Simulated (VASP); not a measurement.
A run of VASP 6.6.1:

File POSCAR:

```
Pt
1.0
   -1.5045651276      1.5045651276      1.5045651276
    1.5045651276     -1.5045651276      1.5045651276
    1.5045651276      1.5045651276     -1.5045651276
Pt
1
Direct
    0.0000000000      0.0000000000      0.0000000000
```

The input INCAR.step1:

```
PREC = Accurate ; ENCUT = 520
ISMEAR = -1 ; SIGMA = 0.05
LREAL = F ; LASPH = T
NELM = 150 ; ISPIN = 2
MAGMOM = 1 ; LMAXMIX = 4
NBANDS = 15 ; GGA = PE
ALGO = Normal ; EDIFF = 1E-4
LWAVE = T ; LCHARG = F
```

INCAR.step2

```
PREC = Accurate ; ENCUT = 520
EDIFF = 1E-7 ; ISMEAR = -1
SIGMA = 0.05 ; LREAL = F
LASPH = T ; NELM = 150
ALGO = Normal ; ISIF = 2
LWAVE = F ; LCHARG = F
ISPIN = 2 ; MAGMOM = 1
LORBIT = 11 ; LMAXMIX = 4
METAGGA = R2SCAN ; LMIXTAU = T
NBANDS = 15 ; ISTART = 1
```

The input KPOINTS:

```
Automatic mesh
0
Gamma
  16 16 16
```

Potentials or basis: VASP PAW PBE potentials, release 64 (Pt).

The run is started by

```console
$ cat potpaw_PBE.64/Pt/POTCAR > POTCAR
$ cp INCAR.step1 INCAR
$ mpirun -np 1 vasp_std > vasp.out
$ cp INCAR.step2 INCAR
$ mpirun -np 1 vasp_std > vasp.out
```

Hardware: 1 thread of Intel(R) Xeon(R) 6975P-C (Granite Rapids) (shared host).

Estimate the wall time of this run.

It took 94 s on 1 thread of Intel(R) Xeon(R) 6975P-C (Granite Rapids), with other jobs on the host, peak memory 0.17 GiB. Counts: k points 145.
